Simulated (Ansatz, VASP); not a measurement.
# Re: VASP beside Ansatz

POSCAR

```
Re
1.0
    2.7608000000      0.0000000000      0.0000000000
   -1.3804000000      2.3909200000      0.0000000000
    0.0000000000      0.0000000000      4.4582000000
Re
2
Direct
    0.3333333333      0.6666666667      0.2500000000
    0.6666666667      0.3333333333      0.7500000000
```

The input INCAR.step1:

```
  PREC = Accurate
  ENCUT = 600
  ISMEAR = 1
  SIGMA = 0.1
  LREAL = F
  LASPH = T
  NELM = 60
  GGA = PE
  ALGO = Normal
  EDIFF = 1E-4
  LWAVE = T
  LCHARG = F
```

Contents of INCAR.step2:

```
  PREC = Accurate
  ENCUT = 600
  EDIFF = 1E-6
  ISMEAR = 1
  SIGMA = 0.1
  LREAL = F
  LASPH = T
  NELM = 60
  ALGO = Normal
  ISIF = 3
  LWAVE = F
  LCHARG = F
  METAGGA = R2SCAN
  LMIXTAU = T
  IBRION = 2
  NSW = 80
  EDIFFG = -0.01
  ISTART = 1
```

KPOINTS

```
Automatic mesh
0
Gamma
  13 13 7
```

Input for Ansatz:

```yaml
crystal:
  lattice:
    - [2.7608, 0.0, 0.0]
    - [-1.3804, 2.39092, 0.0]
    - [0.0, 0.0, 4.4582]
  atoms:
    - { symbol: Re, position: [0.3333333333333333, 0.6666666666666666, 0.25] }
    - { symbol: Re, position: [0.6666666666666666, 0.3333333333333333, 0.75] }
kpoints:
  mp_grid:
    grid: [13, 13, 7]
hamiltonian:
  xc: r2scan
  dispersion: none
scf:
  occupations:
    method: cold
relax:
  f_tol: 0.01
  cell: {}
```

Alike in both runs: task relaxation of cell and atoms; functional r2SCAN; k mesh 13 × 13 × 7; no spin polarisation.

|  | VASP | Ansatz |
| --- | --- | --- |
| version | VASP 6.6.1 | Ansatz 0.2.0 |
| potentials or method | VASP PAW PBE potentials, release 64 (Re) | plane waves, PAW |
| plane-wave cutoff (eV) | 600 | 500 |
| occupations | methfessel-paxton of order 1, width 0.1 eV | cold |
| valence electrons in the cell | 14 | 30 |

```csv
,VASP,Ansatz,Ansatz less VASP
relaxed volume (Å³/atom),14.70,14.69,-0.007
relaxed cell length with the largest relative difference (Å),2.760,2.759,-0.0009
```

VASP's potentials were made for PBE, not for r2SCAN. VASP's potentials hold 14 valence electrons a cell and Ansatz's 30, so a difference there can come from the potentials and not from the codes.

Neither program's run includes spin-orbit coupling.
